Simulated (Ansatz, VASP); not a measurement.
## Two plane-wave programs on Bi

```xyz
1
Lattice="-4.2358 4.2358 1.4499 4.2358 -4.2358 1.4499 4.2358 4.2358 -1.4499" Properties=species:S:1:pos:R:3 pbc="T T T"
Bi    0.0000    0.0000    0.0000
```

Alike in both runs: task single point; functional LDA; k mesh 6 × 6 × 6; no spin polarisation.

|  | VASP | Ansatz |
| --- | --- | --- |
| version | VASP 6.6.1 | Ansatz 0.2.0 |
| potentials or method | VASP PAW LDA potentials, release 64 (Bi_d) | plane waves, PAW |
| plane-wave cutoff (eV) | 520 | 420 |
| occupations | methfessel-paxton of order 1, width 0.1 eV | cold, width 0.1 eV |
| valence electrons in the cell | 15 | 15 |

|  | VASP | Ansatz | Ansatz less VASP |
| --- | --- | --- | --- |
| pressure (GPa) | 0.0 | 0.0 | +0.01 |
| traceless stress, the component that is largest in VASP (GPa) | 0.31 | 0.31 | -0.004 |

LDA's correlation is that of Perdew and Zunger in VASP and of Perdew and Wang (1992) in Ansatz.

The k mesh is coarse, so the values compare programs but aren't converged. Neither program's run includes spin-orbit coupling.
